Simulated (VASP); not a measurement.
Input of a VASP 6.6.1 run:

POSCAR

```
Gd
1.0
   -2.0232459258      2.0232459258      2.0232459258
    2.0232459258     -2.0232459258      2.0232459258
    2.0232459258      2.0232459258     -2.0232459258
Gd
1
Direct
    0.0000000000      0.0000000000      0.0000000000
```

Contents of INCAR.step1:

```
PREC = Accurate ; ENCUT = 520
EDIFF = 1E-6 ; ISMEAR = 0
SIGMA = 0.05 ; LREAL = F
LASPH = T ; NELM = 150
ALGO = Normal ; ISIF = 2
LWAVE = F ; LCHARG = T
ISPIN = 2 ; MAGMOM = 8.08
LMAXMIX = 6 ; GGA = PE
NBANDS = 19
```

The input KPOINTS.step1:

```
Automatic mesh
0
Gamma
  14 14 14
```

File INCAR.step2:

```
PREC = Accurate ; ENCUT = 520
EDIFF = 1E-6 ; ISMEAR = -5
SIGMA = 0.05 ; LREAL = F
LASPH = T ; NELM = 150
ALGO = Normal ; ISIF = 2
LWAVE = F ; LCHARG = F
ISPIN = 2 ; MAGMOM = 8.08
LORBIT = 11 ; LMAXMIX = 6
GGA = PE ; NEDOS = 2001
ICHARG = 11
```

Contents of KPOINTS.step2:

```
Automatic mesh
0
Gamma
  21 21 21
```

Potentials or basis: VASP PAW PBE potentials, release 64 (Gd).

Launch:

```console
$ cat potpaw_PBE.64/Gd/POTCAR > POTCAR
$ cp INCAR.step1 INCAR
$ cp KPOINTS.step1 KPOINTS
$ mpirun -np 1 vasp_std > vasp.out
$ cp INCAR.step2 INCAR
$ cp KPOINTS.step2 KPOINTS
$ mpirun -np 1 vasp_std > vasp.out
```

**Question.** Estimate the net moment.

**Answer.** 7.64 μB per cell.

**Question.** Predict the site moments.

**Answer.** Gd +7.02 μB.

 The state reached can hang on the start; a lower one may exist.
